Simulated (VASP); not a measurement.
Os:

```
CELL_PARAMETERS angstrom
2.71575 0.00000 0.00000
-1.35787 2.35191 0.00000
0.00000 0.00000 4.29071
ATOMIC_POSITIONS crystal
Os 0.66667 0.33333 0.75000
Os 0.33333 0.66667 0.25000
```

Base run:

```yaml
Program: VASP 6.6.1
Functional: RPBE
Potentials_or_basis: VASP PAW PBE potentials, release 64 (Os)
Cutoff: 520 eV
k_mesh: 11 × 11 × 6
Occupations: fermi-dirac, width 0.05 eV
Spin: no spin polarisation
```

Its results: band gap on the k mesh zero (bands 8 and 9 overlap by 4.01 eV); pressure 22.3 GPa.

Q: The run is repeated on the same cell with these changes: functional from RPBE to LDA; potentials or basis from VASP PAW PBE potentials, release 64 (Os) to VASP PAW LDA potentials, release 64 (Os). What comes out?

A: Band gap on the k mesh zero (bands 8 and 9 overlap by 4.01 eV); pressure 1.0 GPa.

Caveats: spin-orbit coupling is left out, which moves the levels of the heavy elements; the cell stands under pressure (at least some runs); the PAW data sets were made with another functional, which shifts forces and pressure a little (at least some runs).
